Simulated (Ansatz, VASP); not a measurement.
## Lu: VASP beside Ansatz

The input INCAR:

```
PREC     = Accurate       # precision mode
ENCUT    = 520            # plane-wave cutoff, eV
EDIFF    = 1E-6           # SCF threshold, eV
ISMEAR   = -1             # smearing method
SIGMA    = 0.1            # smearing width, eV
LREAL    = False          # projectors in reciprocal space
LASPH    = True           # aspherical terms in the spheres
NELM     = 60             # most SCF steps
ALGO     = Normal         # electronic algorithm
ISIF     = 2              # what is computed and relaxed
LWAVE    = False          # write WAVECAR
LCHARG   = False          # write CHGCAR
GGA      = B5             # functional
ALDAX    = 1.0          
AGGAX    = 1.0          
AGGAC    = 1.0          
ALDAC    = 0.0          
NBANDS   = 18             # bands
```

Contents of KPOINTS:

```
Automatic mesh
0
Gamma
  13 13 13
```

POSCAR

```
Lu
1.0
   -1.8805194443      1.8805194443      1.8805194443
    1.8805194443     -1.8805194443      1.8805194443
    1.8805194443      1.8805194443     -1.8805194443
Lu
1
Direct
    0.0000000000      0.0000000000      0.0000000000
```

Input for Ansatz:

```yaml
crystal:
  lattice:
    - [-1.8805194443, 1.8805194443, 1.8805194443]
    - [1.8805194443, -1.8805194443, 1.8805194443]
    - [1.8805194443, 1.8805194443, -1.8805194443]
  atoms:
    - { symbol: Lu, position: [0.0, 0.0, 0.0] }
hamiltonian:
  xc: blyp
  pseudopotentials:
    kind: paw
    azcp:
      Lu: "pseudopotentials/Lu.paw.azcp"
basis:
  ecutwfc: 420
  fft_grid_basis: typed
kpoints:
  mp_grid: { grid: [13, 13, 13], shift: [0, 0, 0] }
magnetization:
  spin_polarized: false
scf:
  occupations: { method: fermi_dirac, width: 0.1 }
  lower_state_search: "off"
output:
  stress: true
```

Alike in both runs: task single point; functional BLYP; k mesh 13 × 13 × 13; occupations fermi-dirac, width 0.1 eV; no spin polarisation.

|  | VASP | Ansatz |
| --- | --- | --- |
| version | VASP 6.6.1 | Ansatz 0.2.0 |
| potentials or method | VASP PAW PBE potentials, release 64 (Lu), cutoff 520 eV | plane waves (420 eV) with PAW, scalar-relativistic |
| valence electrons in the cell | 25 | 25 |

```tsv
	VASP	Ansatz	Ansatz less VASP
pressure (GPa)	6.9	6.6	-0.30
```

VASP's potentials were made for PBE, not for BLYP.

Neither program's run includes spin-orbit coupling.
